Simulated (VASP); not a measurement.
# ZnS (P6_3mc) in VASP: further runs

ZnS is run at these levels: r2SCAN; tasks: single point.

Program: VASP 6.6.1. These are calculated values, not measurements. Logs are shortened: lines on timing, memory, paths and dates and some standing lists are left out, and cuts for length are marked.

**1. The cell of the first run**

Symmetry: P6_3mc, No. 186, hexagonal system. Conventional cell: a = 3.873 Å, b = 3.873 Å, c = 6.246 Å, α = 90.00°, β = 90.00°, γ = 120.00°. Zn (site symmetry 3m) has 4 S at 2.34 to 2.37 Å within 3.1 Å. Within 3.1 Å of S (site symmetry 3m) lie 4 Zn at 2.34 to 2.37 Å.

**2. Single point, r2SCAN (strain +0.0175 x Voigt [1, 1, 0, 0, 0, 0])**

Input file POSCAR:

```
ZnS
1.0
    3.8733393790      0.0000000000      0.0000000000
   -1.9366696895      3.3544102997      0.0000000000
    0.0000000000      0.0000000000      6.2457351519
Zn S
2 2
Direct
    0.3333333333      0.6666666667      0.0053880718
    0.6666666667      0.3333333333      0.5053880718
    0.3333333333      0.6666666667      0.3796119282
    0.6666666667      0.3333333333      0.8796119282
```

Input file INCAR.step1:

```
SYSTEM = ZnS
PREC     = Accurate       ! precision mode
ENCUT    = 520            ! plane-wave cutoff, eV
ISMEAR   = 0              ! smearing method
SIGMA    = 0.05           ! smearing width, eV
LREAL    = .FALSE.        ! projectors in reciprocal space
LASPH    = .TRUE.         ! aspherical terms in the spheres
NELM     = 100            ! most SCF steps
NBANDS   = 26             ! bands
GGA      = PE             ! functional
ALGO     = Normal         ! electronic algorithm
EDIFF    = 1E-4           ! SCF threshold, eV
LWAVE    = .TRUE.         ! write WAVECAR
LCHARG   = .FALSE.        ! write CHGCAR
```

Input file INCAR.step2:

```
SYSTEM = ZnS
PREC     = Accurate       ! precision mode
ENCUT    = 520            ! plane-wave cutoff, eV
EDIFF    = 1E-6           ! SCF threshold, eV
ISMEAR   = 0              ! smearing method
SIGMA    = 0.05           ! smearing width, eV
LREAL    = .FALSE.        ! projectors in reciprocal space
LASPH    = .TRUE.         ! aspherical terms in the spheres
NELM     = 100            ! most SCF steps
ALGO     = Normal         ! electronic algorithm
ISIF     = 2              ! what is computed and relaxed
LWAVE    = .FALSE.        ! write WAVECAR
LCHARG   = .FALSE.        ! write CHGCAR
METAGGA  = R2SCAN         ! meta-GGA
LMIXTAU  = .TRUE.       
NBANDS   = 26             ! bands
ISTART   = 1
```

Input file KPOINTS:

```
regular mesh
0
G
  6 6 4
  0 0 0
```

Potentials or basis: VASP PAW PBE potentials, release 64 (Zn, S).

Run with:

```bash
cat potpaw_PBE.64/Zn/POTCAR potpaw_PBE.64/S/POTCAR > POTCAR
cp INCAR.step1 INCAR
mpirun -np 1 vasp_std > vasp.out
cp INCAR.step2 INCAR
mpirun -np 1 vasp_std > vasp.out
```

OUTCAR:

```text
SYSTEM = ZnS
   PREC = Accurate
   ENCUT = 520
   EDIFF = 1E-6
   ISMEAR = 0
   LREAL = .FALSE.
   LASPH = .TRUE.
   NELM = 100
   ISIF = 2
   METAGGA = R2SCAN
   ISTART = 1

 ion  position               nearest neighbor table
   1  0.333  0.667  0.005-   3 2.34   4 2.37   4 2.37   4 2.37
   2  0.667  0.333  0.505-   4 2.34   3 2.37   3 2.37   3 2.37
   3  0.333  0.667  0.380-   1 2.34   2 2.37   2 2.37   2 2.37
   4  0.667  0.333  0.880-   2 2.34   1 2.37   1 2.37   1 2.37

  LATTYP: Found a hexagonal cell.
 ALAT       =     3.8733393790
 C/A-ratio  =     1.6124936497

  Lattice vectors:

 A1 = (   3.8733393790,   0.0000000000,   0.0000000000)
 A2 = (  -1.9366696895,   3.3544102997,   0.0000000000)
 A3 = (   0.0000000000,   0.0000000000,   6.2457351519)

Analysis of symmetry for initial positions (statically):
=====================================================================
 Subroutine PRICEL returns:
 Original cell was already a primitive cell.

 Routine SETGRP: Setting up the symmetry group for a
 hexagonal supercell.

 Subroutine GETGRP returns: Found 12 space group operations
 (whereof  6 operations were pure point group operations)
 out of a pool of 24 trial point group operations.

The static configuration has the point symmetry C_3v.
 The point group associated with its full space group is C_6v.

Analysis of symmetry for dynamics (positions and initial velocities):
=====================================================================
 Subroutine PRICEL returns:
 Original cell was already a primitive cell.

 Routine SETGRP: Setting up the symmetry group for a
 hexagonal supercell.

 Subroutine GETGRP returns: Found 12 space group operations
 (whereof  6 operations were pure point group operations)
 out of a pool of 24 trial point group operations.

The dynamic configuration has the point symmetry C_3v.
 The point group associated with its full space group is C_6v.

 Subroutine INISYM returns: Found 12 space group operations
 (whereof  6 operations are pure point group operations),
 and found     1 'primitive' translations

----------------------------------------------------------------------------------------

                                     Primitive cell

  volume of cell :      81.1494

  direct lattice vectors                    reciprocal lattice vectors
     3.873339379  0.000000000  0.000000000     0.258175156  0.149057496  0.000000000
    -1.936669689  3.354410300  0.000000000     0.000000000  0.298114992  0.000000000
     0.000000000  0.000000000  6.245735152     0.000000000  0.000000000  0.160109255

  length of vectors
     3.873339379  3.873339379  6.245735152     0.298114992  0.298114992  0.160109255

  position of ions in fractional coordinates (direct lattice)
     0.333333333  0.666666667  0.005388072
     0.666666667  0.333333333  0.505388072
     0.333333333  0.666666667  0.379611928
     0.666666667  0.333333333  0.879611928

  ion indices of the primitive-cell ions
   primitive index   ion index
                 1           1
                 2           2
                 3           3
                 4           4

----------------------------------------------------------------------------------------

 KPOINTS: regular mesh

Automatic generation of k-mesh.
 Grid dimensions read from file:
 generate k-points for:    6    6    4

 Generating k-lattice:

  Cartesian coordinates                     Fractional coordinates (reciprocal lattice)
     0.043029193  0.024842916  0.000000000     0.166666667 -0.000000000  0.000000000
     0.000000000  0.049685832  0.000000000     0.000000000  0.166666667  0.000000000
     0.000000000  0.000000000  0.040027314     0.000000000  0.000000000  0.250000000

  Length of vectors
     0.049685832  0.049685832  0.040027314

  Shift w.r.t. Gamma in fractional coordinates (k-lattice)
     0.000000000  0.000000000  0.000000000

 Subroutine IBZKPT returns following result:
 ===========================================

 Found     21 irreducible k-points:

 Following reciprocal coordinates:
            Coordinates               Weight
  0.000000  0.000000  0.000000      1.000000
  0.166667 -0.000000  0.000000      6.000000
  0.333333  0.000000  0.000000      6.000000
  0.500000 -0.000000  0.000000      3.000000
  0.166667  0.166667  0.000000      6.000000
  0.333333  0.166667  0.000000     12.000000
[... 13 lines left out ...]
  0.333333  0.166667  0.500000     12.000000
  0.333333  0.333333  0.500000      2.000000
   k-points           NKPTS =     21   k-points in BZ     NKDIM =     21   number of bands    NBANDS=     26
   number of dos      NEDOS =    301   number of ions     NIONS =      4
   total plane-waves  NPLWV =  43200
   dimension x,y,z NGX =    30 NGY =   30 NGZ =   48
   dimension x,y,z NGXF=    60 NGYF=   60 NGZF=   96
   ions per type =               2   2
   NGX,Y,Z   is equivalent  to a cutoff of  12.88, 12.88, 12.78 a.u.
   NGXF,Y,Z  is equivalent  to a cutoff of  25.75, 25.75, 25.55 a.u.
 SYSTEM =  ZnS
   PREC   = accura    normal or accurate (medium, high low for compatibility)
   ISTART =      1    job   : 0-new  1-cont  2-samecut
   ICHARG =      0    charge: 1-file 2-atom 10-const
   ISPIN  =      1    spin polarized calculation?
   LNONCOLLINEAR =      F non collinear calculations
   LSORBIT =      F    spin-orbit coupling
   LASPH  =      T    aspherical Exc in radial PAW
   ENCUT  =  520.0 eV  38.22 Ry    6.18 a.u.   7.20  7.20 11.61*2*pi/ulx,y,z
   NELM   =    100;   NELMIN=  2; NELMDL=  0     # of ELM steps
   EDIFF  = 0.1E-05   stopping-criterion for ELM
   LREAL  =      F    real-space projection
   EDIFFG = 0.1E-04   stopping-criterion for IOM
   NSW    =      0    number of steps for IOM
   IBRION =     -1    ionic relax: 0-MD 1-quasi-New 2-CG
   NFREE  =      0    steps in history (QN), initial steepest desc. (CG)
   ISIF   =      2    stress and relaxation
   ISYM   =      2    0-nonsym 1-usesym 2-fastsym
   POTIM  = 0.5000    time-step for ionic-motion
   TEBEG  =    0.0;   TEEND  =   0.0 temperature during run
   PSTRESS=    0.0 pullay stress
   NELECT =      36.0000    total number of electrons
   NUPDOWN=      -1.0000    fix difference up-down
   EMIN   =  10.00;   EMAX   =-10.00  energy-range for DOS
   EFERMI =   0.00;   METHOD = LEGACY
   ISMEAR =     0;   SIGMA  =   0.05  broadening in eV -4-tet -1-fermi 0-gaus
   EFERMI_NEDOS =   21; number of points for ismear=-14 and -15
   IALGO  =     38    algorithm
   IMIX   =      4    mixing-type and parameters
     AMIX     =   0.40;   BMIX     =  1.00
     AMIX_MAG =   1.60;   BMIX_MAG =  1.00
  volume/ion in A,a.u.               =      20.29       136.91
  Fermi-wavevector in a.u.,A,eV,Ry     =   1.248573  2.359461 21.210588  1.558934
  Thomas-Fermi vector in A             =   2.382653
   LORBIT       =      0    0 simple, 1 ext, 2 COOP (PROOUT), +10 PAW based schemes
   METAGGA = R2SCAN    functional components
   LHFCALC =     F    Hartree Fock is set to
   AEXX    =    0.0000 exact exchange contribution
   IVDW    =     0    specifies the selected vdW correction
   LEPSILON=     F    determine dielectric tensor
   LRPA    =     F    only Hartree local field effects (RPA)
 non-spin polarized calculation
 Gauss-broadening in eV      SIGMA  =   0.05
  energy-cutoff  :      520.00
  volume of cell :       81.15
 maximum number of plane-waves:      2202
 NGX is ok and might be reduce to    30
   NGX = 15   NGY = 15   NGZ = 23

 number of electron      36.0000011 magnetization

 Free energy of the ion-electron system (eV)
  ---------------------------------------------------
  ext. energy  EPLUGINS =         0.00000000
  ---------------------------------------------------
  free energy    TOTEN  =       -37.69179687 eV

  energy without entropy =      -37.69179687  energy(sigma->0) =      -37.69179687

 E-fermi :   1.8035     XC(G=0): -10.1345

 val. band max:        1.5740543552   @ k =   0.0000   0.0000   0.0000
 cond. band min:       4.2261899982   @ k =   0.0000   0.0000   0.0000
 fundamental gap:      2.6521356430
 Fermi energy:         1.8035239012

 k-point     1 :       0.0000    0.0000    0.0000
  band No.  band energies     occupation
      1     -11.9112      2.00000
      2     -10.9757      2.00000
      3      -4.8162      2.00000
      4      -4.7874      2.00000
      5      -4.7874      2.00000
      6      -4.6972      2.00000
[... 18 lines left out ...]
     25       9.7940      0.00000
     26      11.3850      0.00000

 k-point     2 :       0.1667   -0.0000    0.0000
  band No.  band energies     occupation
      1     -11.7377      2.00000
      2     -10.8883      2.00000
      3      -4.7986      2.00000
      4      -4.7730      2.00000
      5      -4.7551      2.00000
      6      -4.6720      2.00000
[... 18 lines left out ...]
     25      10.3182      0.00000
     26      10.5980      0.00000

 k-point     3 :       0.3333    0.0000    0.0000
  band No.  band energies     occupation
      1     -11.3232      2.00000
      2     -10.7380      2.00000
      3      -4.7761      2.00000
      4      -4.7036      2.00000
      5      -4.6973      2.00000
      6      -4.5567      2.00000
[... 18 lines left out ...]
     25      10.8626      0.00000
     26      11.7965      0.00000

 k-point     4 :       0.5000   -0.0000    0.0000
  band No.  band energies     occupation
      1     -11.0378      2.00000
      2     -10.7155      2.00000
      3      -4.7664      2.00000
      4      -4.6863      2.00000
      5      -4.5409      2.00000
      6      -4.5399      2.00000
[... 18 lines left out ...]
     25      11.1824      0.00000
     26      13.6332      0.00000
[... 409 lines left out ...]
      1     -11.1171      2.00000
      2     -11.1171      2.00000
      3      -4.7567      2.00000
      4      -4.7567      2.00000
      5      -4.6649      2.00000
      6      -4.6649      2.00000
[... 18 lines left out ...]
     25      10.4560      0.00000
     26      10.4560      0.00000

 k-point    20 :       0.3333    0.1667    0.5000
  band No.  band energies     occupation
      1     -10.8710      2.00000
      2     -10.8710      2.00000
      3      -4.7242      2.00000
      4      -4.7242      2.00000
      5      -4.6008      2.00000
      6      -4.6008      2.00000
[... 18 lines left out ...]
     25      11.1420      0.00000
     26      11.1420      0.00000

 k-point    21 :       0.3333    0.3333    0.5000
  band No.  band energies     occupation
      1     -10.7869      2.00000
      2     -10.7869      2.00000
      3      -4.6701      2.00000
      4      -4.6701      2.00000
      5      -4.6174      2.00000
      6      -4.6174      2.00000
[... 18 lines left out ...]
     25      11.7792      0.00000
     26      11.7792      0.00000

------------------------ aborting loop because EDIFF is reached ----------------------------------------

  FORCE on cell =-STRESS in cart. coord.  units (eV):
  Direction    XX          YY          ZZ          XY          YZ          ZX
  --------------------------------------------------------------------------------------
  -------------------------------------------------------------------------------------
  Total       -1.6291954     -1.6291954     -0.4774586      0.0000000     -0.0000000      0.0000000
  in kB      -32.1661038    -32.1661038     -9.4267286      0.0000000     -0.0000000      0.0000000
  external PRESSURE =     -24.5863120 kB  Pullay stress =       0.0000000 kB

 VOLUME and BASIS-vectors are now :
 -----------------------------------------------------------------------------
  energy-cutoff  :      520.00
  volume of cell :       81.15
      direct lattice vectors                 reciprocal lattice vectors
     3.873339379  0.000000000  0.000000000     0.258175156  0.149057496  0.000000000
    -1.936669689  3.354410300  0.000000000     0.000000000  0.298114992  0.000000000
     0.000000000  0.000000000  6.245735152     0.000000000  0.000000000  0.160109255

 POSITION                                       TOTAL-FORCE (eV/Angst)
 -----------------------------------------------------------------------------------
     -0.00000      2.23627      0.03365        -0.000000      0.000000     -0.094325
      1.93667      1.11814      3.15652         0.000000     -0.000000     -0.094325
     -0.00000      2.23627      2.37096         0.000000     -0.000000      0.094325
      1.93667      1.11814      5.49382         0.000000     -0.000000      0.094325
 -----------------------------------------------------------------------------------
    total drift:                               -0.000000      0.000000      0.033090

  FREE ENERGIE OF THE ION-ELECTRON SYSTEM (eV)
  ---------------------------------------------------
  free  energy   TOTEN  =       -37.6917968681 eV

  energy  without entropy=      -37.6917968681  energy(sigma->0) =      -37.69179687
```

It took 83 s on 1 thread of Intel Xeon 6975P-C (Granite Rapids), shared host; peak memory 0.22 GiB.

What came out:

```
Free energy            : -37.6918 eV
Pressure               : -2.5 GPa
Largest force          : 0.094 eV/Å
Band gap on the k mesh : 2.65 eV
```

Forces on the atoms (eV/Å):
```
Zn   0.000  0.000 -0.094
Zn   0.000  0.000 -0.094
S    0.000  0.000  0.094
S    0.000  0.000  0.094
```

Caveat: the cell differs from its parent crystal (strain +0.0175 x Voigt [1, 1, 0, 0, 0, 0]); the PAW data sets were made with another functional, which shifts forces and pressure a little.

(Part 1 of 2 ends here.)
